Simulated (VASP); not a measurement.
# In4P (I-43m) in VASP: a series of runs

The runs below take In4P through single point, relaxation of cell and atoms, with PBE.

Program: VASP 6.6.1. These are calculated values, not measurements. Logs are shortened: lines on timing, memory, paths and dates and some standing lists are left out, and cuts for length are marked.

## 1. The cell of the first run

The structure is cubic, space group I-43m (No. 217). Conventional cell: a = 6.879 Å, b = 6.879 Å, c = 6.879 Å, α = 90.00°, β = 90.00°, γ = 90.00°. Within 2.0 Å of In (site symmetry 3m) lie 1 P at 1.51 Å. P (site symmetry -43m) has 4 In at 1.51 Å within 2.0 Å.

## 2. Single point, PBE

The input, INCAR:

```
  PREC = Accurate
  ENCUT = 520
  EDIFF = 1E-7
  ISMEAR = 0
  SIGMA = 0.1
  LREAL = F
  LASPH = T
  NELM = 100
  ALGO = Normal
  ISIF = 2
  LWAVE = F
  LCHARG = F
  GGA = PE
  NBANDS = 36
```

The input, KPOINTS:

```
Automatic mesh
0
Gamma
  4 4 4
```

The input, POSCAR:

```
In4P
1.0
   -3.4394709500      3.4394709500      3.4394709500
    3.4394709500     -3.4394709500      3.4394709500
    3.4394709500      3.4394709500     -3.4394709500
In P
4 1
Direct
    0.0000000000      0.0000000000      0.7463128600
    0.7463128600      0.0000000000      0.0000000000
    0.0000000000      0.7463128600      0.0000000000
    0.2536871400      0.2536871400      0.2536871400
    0.0000000000      0.0000000000      0.0000000000
```

Potentials or basis: VASP PAW PBE potentials, release 64 (In_d, P).

Command:

```console
$ cat potpaw_PBE.64/In_d/POTCAR potpaw_PBE.64/P/POTCAR > POTCAR
$ mpirun -np 1 vasp_std > vasp.out
```

OUTCAR:

```text
PREC = Accurate
   ENCUT = 520
   EDIFF = 1E-7
   ISMEAR = 0
   LREAL = F
   LASPH = T
   NELM = 100
   ISIF = 2
   GGA = PE

 ion  position               nearest neighbor table
   1  0.000  0.000  0.746-   5 1.51   2 2.47   3 2.47   4 2.47
   2  0.746  0.000  0.000-   5 1.51   1 2.47   3 2.47   4 2.47
   3  0.000  0.746  0.000-   5 1.51   1 2.47   2 2.47   4 2.47
   4  0.254  0.254  0.254-   5 1.51   1 2.47   3 2.47   2 2.47
   5  0.000  0.000  0.000-   1 1.51   2 1.51   3 1.51   4 1.51

 -----------------------------------------------------------------------------
|                                                                             |
|           W    W    AA    RRRRR   N    N  II  N    N   GGGG   !!!           |
|           W    W   A  A   R    R  NN   N  II  NN   N  G    G  !!!           |
|           W    W  A    A  R    R  N N  N  II  N N  N  G       !!!           |
|           W WW W  AAAAAA  RRRRR   N  N N  II  N  N N  G  GGG   !            |
|           WW  WW  A    A  R   R   N   NN  II  N   NN  G    G                |
|           W    W  A    A  R    R  N    N  II  N    N   GGGG   !!!           |
|                                                                             |
|     The distance between some ions is very small. Please check the          |
|     nearest-neighbor list in the OUTCAR file.                               |
|     I HOPE YOU KNOW WHAT YOU ARE DOING!                                     |
|                                                                             |
 -----------------------------------------------------------------------------

  LATTYP: Found a body centered cubic cell.
 ALAT       =     6.8789419000

  Lattice vectors:

 A1 = (  -3.4394709500,   3.4394709500,   3.4394709500)
 A2 = (   3.4394709500,  -3.4394709500,   3.4394709500)
 A3 = (   3.4394709500,   3.4394709500,  -3.4394709500)

Analysis of symmetry for initial positions (statically):
=====================================================================
 Subroutine PRICEL returns:
 Original cell was already a primitive cell.

 Routine SETGRP: Setting up the symmetry group for a
 body centered cubic supercell.

 Subroutine GETGRP returns: Found 24 space group operations
 (whereof 24 operations were pure point group operations)
 out of a pool of 48 trial point group operations.

The static configuration has the point symmetry T_d .

Analysis of symmetry for dynamics (positions and initial velocities):
=====================================================================
 Subroutine PRICEL returns:
 Original cell was already a primitive cell.

 Routine SETGRP: Setting up the symmetry group for a
 body centered cubic supercell.

 Subroutine GETGRP returns: Found 24 space group operations
 (whereof 24 operations were pure point group operations)
 out of a pool of 48 trial point group operations.

The dynamic configuration has the point symmetry T_d .

 Subroutine INISYM returns: Found 24 space group operations
 (whereof 24 operations are pure point group operations),
 and found     1 'primitive' translations

----------------------------------------------------------------------------------------

                                     Primitive cell

  volume of cell :     162.7552

  direct lattice vectors                    reciprocal lattice vectors
    -3.439470950  3.439470950  3.439470950     0.000000000  0.145371194  0.145371194
     3.439470950 -3.439470950  3.439470950     0.145371194  0.000000000  0.145371194
     3.439470950  3.439470950 -3.439470950     0.145371194  0.145371194  0.000000000

  length of vectors
     5.957338437  5.957338437  5.957338437     0.205585915  0.205585915  0.205585915

  position of ions in fractional coordinates (direct lattice)
     0.000000000  0.000000000  0.746312860
     0.746312860  0.000000000  0.000000000
     0.000000000  0.746312860  0.000000000
     0.253687140  0.253687140  0.253687140
     0.000000000  0.000000000  0.000000000

  ion indices of the primitive-cell ions
   primitive index   ion index
                 1           1
                 2           2
                 3           3
                 4           4
                 5           5

----------------------------------------------------------------------------------------

 KPOINTS: Automatic mesh

Automatic generation of k-mesh.
 Grid dimensions read from file:
 generate k-points for:    4    4    4

 Generating k-lattice:

  Cartesian coordinates                     Fractional coordinates (reciprocal lattice)
     0.000000000  0.036342799  0.036342799     0.250000000  0.000000000  0.000000000
     0.036342799  0.000000000  0.036342799     0.000000000  0.250000000  0.000000000
     0.036342799  0.036342799  0.000000000     0.000000000  0.000000000  0.250000000

  Length of vectors
     0.051396479  0.051396479  0.051396479

  Shift w.r.t. Gamma in fractional coordinates (k-lattice)
     0.000000000  0.000000000  0.000000000

 Subroutine IBZKPT returns following result:
 ===========================================

 Found      8 irreducible k-points:

 Following reciprocal coordinates:
            Coordinates               Weight
  0.000000  0.000000  0.000000      1.000000
  0.250000  0.000000  0.000000     12.000000
  0.500000  0.000000  0.000000      6.000000
  0.250000  0.250000  0.000000     24.000000
  0.250000  0.250000  0.250000      2.000000
 -0.250000  0.250000  0.250000      6.000000
  0.500000  0.500000  0.250000     12.000000
  0.500000  0.500000  0.500000      1.000000
   k-points           NKPTS =      8   k-points in BZ     NKDIM =      8   number of bands    NBANDS=     36
   number of dos      NEDOS =    301   number of ions     NIONS =      5
   total plane-waves  NPLWV = 110592
   dimension x,y,z NGX =    48 NGY =   48 NGZ =   48
   dimension x,y,z NGXF=    96 NGYF=   96 NGZF=   96
   ions per type =               4   1
   NGX,Y,Z   is equivalent  to a cutoff of  13.39, 13.39, 13.39 a.u.
   NGXF,Y,Z  is equivalent  to a cutoff of  26.79, 26.79, 26.79 a.u.
 SYSTEM =  unknown system
   PREC   = accura    normal or accurate (medium, high low for compatibility)
   ISTART =      0    job   : 0-new  1-cont  2-samecut
   ICHARG =      2    charge: 1-file 2-atom 10-const
   ISPIN  =      1    spin polarized calculation?
   LNONCOLLINEAR =      F non collinear calculations
   LSORBIT =      F    spin-orbit coupling
   LASPH  =      T    aspherical Exc in radial PAW
   ENCUT  =  520.0 eV  38.22 Ry    6.18 a.u.  11.08 11.08 11.08*2*pi/ulx,y,z
   NELM   =    100;   NELMIN=  2; NELMDL= -5     # of ELM steps
   EDIFF  = 0.1E-06   stopping-criterion for ELM
   LREAL  =      F    real-space projection
   EDIFFG = 0.1E-05   stopping-criterion for IOM
   NSW    =      0    number of steps for IOM
   IBRION =     -1    ionic relax: 0-MD 1-quasi-New 2-CG
   NFREE  =      0    steps in history (QN), initial steepest desc. (CG)
   ISIF   =      2    stress and relaxation
   ISYM   =      2    0-nonsym 1-usesym 2-fastsym
   POTIM  = 0.5000    time-step for ionic-motion
   TEBEG  =    0.0;   TEEND  =   0.0 temperature during run
   PSTRESS=    0.0 pullay stress
   NELECT =      57.0000    total number of electrons
   NUPDOWN=      -1.0000    fix difference up-down
   EMIN   =  10.00;   EMAX   =-10.00  energy-range for DOS
   EFERMI =   0.00;   METHOD = LEGACY
   ISMEAR =     0;   SIGMA  =   0.10  broadening in eV -4-tet -1-fermi 0-gaus
   EFERMI_NEDOS =   21; number of points for ismear=-14 and -15
   IALGO  =     38    algorithm
   IMIX   =      4    mixing-type and parameters
     AMIX     =   0.40;   BMIX     =  1.00
     AMIX_MAG =   1.60;   BMIX_MAG =  1.00
  volume/ion in A,a.u.               =      32.55       219.67
  Fermi-wavevector in a.u.,A,eV,Ry     =   1.153953  2.180655 18.117622  1.331608
  Thomas-Fermi vector in A             =   2.290593
   LORBIT       =      0    0 simple, 1 ext, 2 COOP (PROOUT), +10 PAW based schemes
   GGA     = PE    functional components
   LHFCALC =     F    Hartree Fock is set to
   AEXX    =    0.0000 exact exchange contribution
   IVDW    =     0    specifies the selected vdW correction
   LEPSILON=     F    determine dielectric tensor
   LRPA    =     F    only Hartree local field effects (RPA)
 non-spin polarized calculation
 Gauss-broadening in eV      SIGMA  =   0.10
  energy-cutoff  :      520.00
  volume of cell :      162.76
 maximum number of plane-waves:      4418
 NGX is ok and might be reduce to    48
   NGX = 23   NGY = 23   NGZ = 23

 number of electron      57.0000010 magnetization

 Free energy of the ion-electron system (eV)
  ---------------------------------------------------
  ext. energy  EPLUGINS =         0.00000000
  ---------------------------------------------------
  free energy    TOTEN  =        65.36216612 eV

  energy without entropy =       65.41206412  energy(sigma->0) =       65.38711512

 E-fermi :   3.9444     XC(G=0):  -8.1545

 val. band max:        3.9319270328   @ k =   0.2500   0.2500   0.0000
 cond. band min:       4.0436201790   @ k =   0.5000   0.0000   0.0000
 fundamental gap:      0.1116931462
 Fermi energy:         3.9444410050

 k-point     1 :       0.0000    0.0000    0.0000
  band No.  band energies     occupation
      1     -19.8693      2.00000
      2     -17.1614      2.00000
      3     -17.1614      2.00000
      4     -17.1614      2.00000
      5     -15.6743      2.00000
      6     -15.6743      2.00000
[... 28 lines left out ...]
     35       9.3194      0.00000
     36       9.3194      0.00000

 k-point     2 :       0.2500    0.0000    0.0000
  band No.  band energies     occupation
      1     -19.8683      2.00000
      2     -17.1651      2.00000
      3     -17.1631      2.00000
      4     -17.1611      2.00000
      5     -15.6747      2.00000
      6     -15.6747      2.00000
[... 28 lines left out ...]
     35       8.6975      0.00000
     36       8.9785      0.00000
[... 193 lines left out ...]
     35       9.5729      0.00000
     36      10.1850      0.00000

 k-point     8 :       0.5000    0.5000    0.5000
  band No.  band energies     occupation
      1     -19.8651      2.00000
      2     -17.1684      2.00000
      3     -17.1684      2.00000
      4     -17.1684      2.00000
      5     -15.6758      2.00000
      6     -15.6758      2.00000
[... 28 lines left out ...]
     35      10.3709      0.00000
     36      10.3709      0.00000

------------------------ aborting loop because EDIFF is reached ----------------------------------------

  FORCE on cell =-STRESS in cart. coord.  units (eV):
  Direction    XX          YY          ZZ          XY          YZ          ZX
  --------------------------------------------------------------------------------------
  -------------------------------------------------------------------------------------
  Total      151.3825188    151.3825188    151.3825188      0.0000000     -0.0000000     -0.0000000
  in kB     1490.2234081   1490.2234081   1490.2234081      0.0000000     -0.0000000     -0.0000000
  external PRESSURE =    1490.2234081 kB  Pullay stress =       0.0000000 kB

 VOLUME and BASIS-vectors are now :
 -----------------------------------------------------------------------------
  energy-cutoff  :      520.00
  volume of cell :      162.76
      direct lattice vectors                 reciprocal lattice vectors
    -3.439470950  3.439470950  3.439470950     0.000000000  0.145371194  0.145371194
     3.439470950 -3.439470950  3.439470950     0.145371194  0.000000000  0.145371194
     3.439470950  3.439470950 -3.439470950     0.145371194  0.145371194  0.000000000

 POSITION                                       TOTAL-FORCE (eV/Angst)
 -----------------------------------------------------------------------------------
      2.56692      2.56692     -2.56692       -44.750607    -44.750607     44.750607
     -2.56692      2.56692      2.56692        44.750607    -44.750607    -44.750607
      2.56692     -2.56692      2.56692       -44.750607     44.750607    -44.750607
      0.87255      0.87255      0.87255        44.750607     44.750607     44.750607
      0.00000      0.00000      0.00000         0.000000      0.000000     -0.000000
 -----------------------------------------------------------------------------------
    total drift:                               -0.000005     -0.000005     -0.000008

  FREE ENERGIE OF THE ION-ELECTRON SYSTEM (eV)
  ---------------------------------------------------
  free  energy   TOTEN  =        65.3621661213 eV

  energy  without entropy=       65.4120641244  energy(sigma->0) =       65.38711512
```

Wall time 40 s (1 thread of Intel Xeon 6975P-C (Granite Rapids), shared host); peak memory 0.32 GiB.

What came out:

```
Free energy   : 65.3622 eV
Pressure      : 149.0 GPa
Largest force : 77.510 eV/Å
```

Forces on the atoms (eV/Å):
```
In  -44.751 -44.751  44.751
In   44.751 -44.751 -44.751
In  -44.751  44.751 -44.751
In   44.751  44.751  44.751
P     0.000   0.000   0.000
```

Caveat: spin-orbit coupling is left out, which moves the levels of the heavy elements; forces of over 1 eV/Å act on the atoms, so gaps and moduli don't describe the material at rest.

## 3. Relaxation of cell and atoms, PBE

The input, INCAR:

```
SYSTEM = In4P
PREC = Accurate
ENCUT = 600
EDIFF = 1E-6
ISMEAR = 0
SIGMA = 0.1
LREAL = .False.
LASPH = .True.
NELM = 60
ALGO = Normal
ISIF = 3
LWAVE = .False.
LCHARG = .False.
GGA = PE
IBRION = 2
NSW = 90
EDIFFG = -0.04
```

The input, KPOINTS:

```
Automatic mesh
0
Gamma
  4 4 4
  0 0 0
```

POSCAR is that of step 2.

Potentials or basis: VASP PAW PBE potentials, release 64 (In_d, P).

Command:

```console
$ cat potpaw_PBE.64/In_d/POTCAR potpaw_PBE.64/P/POTCAR > POTCAR
$ mpirun -np 1 vasp_std > vasp.out
```

OUTCAR:

```text
SYSTEM = In4P
   PREC = Accurate
   ENCUT = 600
   EDIFF = 1E-6
   ISMEAR = 0
   LREAL = .False.
   LASPH = .True.
   NELM = 60
   ISIF = 3
   GGA = PE
   IBRION = 2
   NSW = 90
   EDIFFG = -0.04

 ion  position               nearest neighbor table
   1  0.000  0.000  0.746-   5 1.51   2 2.47   3 2.47   4 2.47
   2  0.746  0.000  0.000-   5 1.51   1 2.47   3 2.47   4 2.47
   3  0.000  0.746  0.000-   5 1.51   1 2.47   2 2.47   4 2.47
   4  0.254  0.254  0.254-   5 1.51   1 2.47   3 2.47   2 2.47
   5  0.000  0.000  0.000-   1 1.51   2 1.51   3 1.51   4 1.51

 -----------------------------------------------------------------------------
|                                                                             |
|           W    W    AA    RRRRR   N    N  II  N    N   GGGG   !!!           |
|           W    W   A  A   R    R  NN   N  II  NN   N  G    G  !!!           |
|           W    W  A    A  R    R  N N  N  II  N N  N  G       !!!           |
|           W WW W  AAAAAA  RRRRR   N  N N  II  N  N N  G  GGG   !            |
[... 192 lines left out ...]
  external PRESSURE =    1490.4331006 kB  Pullay stress =       0.0000000 kB
[... 707 lines left out ...]
     33       5.6084      0.00000
     34       6.2156      0.00000

[... ionic steps 4 to 27 ...]

--------------------------------------- Ionic step       28  -------------------------------------------

 number of electron      56.9999986 magnetization

------------------------ aborting loop because EDIFF is reached ----------------------------------------
[... 73 lines left out ...]
--------------------------------------- Ionic step       30  -------------------------------------------

 number of electron      57.0000007 magnetization

 Free energy of the ion-electron system (eV)
  ---------------------------------------------------
  ext. energy  EPLUGINS =         0.00000000
  ---------------------------------------------------
  free energy    TOTEN  =       -14.58356709 eV

  energy without entropy =      -14.54932385  energy(sigma->0) =      -14.56644547

 E-fermi :   6.1342     XC(G=0):  -9.5787

 val. band max:        6.1101961075   @ k =   0.5000   0.0000   0.0000
 cond. band min:       6.1713769006   @ k =   0.2500   0.0000   0.0000
 fundamental gap:      0.0611807932
 Fermi energy:         6.1341660677
[... 326 lines left out ...]
  FREE ENERGIE OF THE ION-ELECTRON SYSTEM (eV)
  ---------------------------------------------------
  free  energy   TOTEN  =       -14.5835670935 eV

  energy  without entropy=      -14.5493238508  energy(sigma->0) =      -14.56644547

 reached required accuracy - stopping structural energy minimisation
```

It took 10 min on 1 thread of Intel Xeon 6975P-C (Granite Rapids), shared host; peak memory 0.36 GiB.

Results:

```yaml
Free_energy: -14.5836 eV
Relaxed_volume: 27.72 Å³/atom
Relaxed_cell: a = 5.647 Å, b = 5.647 Å, c = 5.647 Å, α = 109.47°, β = 109.47°, γ = 109.47°
Space_group_after_relaxing_to_0.05_Å: Im-3m (No. 229)
Energy_gained_by_relaxing: 15988.1 meV/atom
Ionic_steps: 30
Pressure_after_relaxing: 0.0 GPa
Largest_force_after_relaxing: 0.023 eV/Å
```

Forces on the atoms (eV/Å):
```
In   0.013  0.013 -0.013
In  -0.013  0.013  0.013
In   0.013 -0.013  0.013
In  -0.013 -0.013 -0.013
P    0.000  0.000  0.000
```

The path:
| step | energy change (eV) | largest force (eV/Å) | pressure (GPa) | volume (Å³) |
| --- | --- | --- | --- | --- |
| 1 | 0.0000 | 77.5037 | 149.04 | 162.76 |
| 2 | 482.3241 | 2.4442 | -121.67 | 2425.36 |
| 3 | -77.4804 | 1.4782 | 1.12 | 331.90 |
| 4 | -77.5317 | 1.4433 | 1.06 | 327.71 |
| 5 | -78.6134 | 0.8581 | 0.37 | 235.70 |
| 6 | -78.9457 | 0.5303 | 0.75 | 196.98 |
| 7 | -79.0246 | 0.5844 | 0.97 | 179.32 |
| 8 | -79.0817 | 0.6755 | 0.79 | 170.91 |
| 9 | -79.1216 | 0.7279 | 0.66 | 166.80 |
| 10 | -79.1445 | 0.7572 | 0.59 | 164.77 |
| 11 | -79.1567 | 0.7701 | 0.58 | 163.76 |
| 12 | -79.1630 | 0.7771 | 0.66 | 163.26 |
| 13 | -79.1661 | 0.7806 | 0.61 | 163.01 |
| 14 | -79.1677 | 0.7824 | 0.61 | 162.88 |
| 15 | -79.1685 | 0.7828 | 0.61 | 162.82 |
| 16 | -79.1689 | 0.7833 | 0.61 | 162.79 |
| 17 | -79.1691 | 0.7834 | 0.60 | 162.77 |
| 18 | -79.1692 | 0.7840 | 0.60 | 162.76 |
| 19 | -79.1692 | 0.7843 | 0.59 | 162.76 |
| 20 | -79.2528 | 0.5716 | -0.33 | 165.03 |
| 21 | -79.3198 | 0.2675 | -1.73 | 169.55 |
| 22 | -79.4073 | 0.3154 | -1.89 | 164.93 |
| 23 | -79.6757 | 0.3604 | -1.39 | 151.56 |
| 24 | -79.7856 | 0.1795 | 4.29 | 127.02 |
| 25 | -79.8467 | 0.3507 | 0.72 | 138.33 |
| 26 | -79.8581 | 0.3265 | 1.39 | 135.36 |
| 27 | -79.9177 | 0.1155 | 1.17 | 134.75 |
| 28 | -79.9248 | 0.0159 | 1.24 | 134.46 |
| 29 | -79.9378 | 0.0259 | -0.45 | 140.31 |
| 30 | -79.9403 | 0.0233 | 0.02 | 138.59 |

Final structure:
```xyz
5
Lattice="-3.2600 3.2600 3.2600 3.2600 -3.2600 3.2600 3.2600 3.2600 -3.2600" Properties=species:S:1:pos:R:3 pbc="T T T"
In    1.6245    1.6245   -1.6245
In    1.6356   -1.6356    4.8845
In    1.6245   -1.6245    1.6245
In    1.6356    1.6356    1.6356
P     0.0000    0.0000    0.0000
```

Levels at points of the mesh, in eV from the Fermi level:
```csv
k point,band 26,band 27,band 28,band 29,band 30,band 31
"(0.00, 0.00, 0.00)",-2.87,-2.87,-2.87,-0.59,-0.59,-0.59
"(0.50, 0.00, 0.00)",-3.95,-0.17,-0.02,0.04,0.74,1.23
"(0.50, 0.50, 0.50)",-2.98,0.59,0.59,0.59,0.65,0.82
```

Caveat: spin-orbit coupling is left out, which moves the levels of the heavy elements.
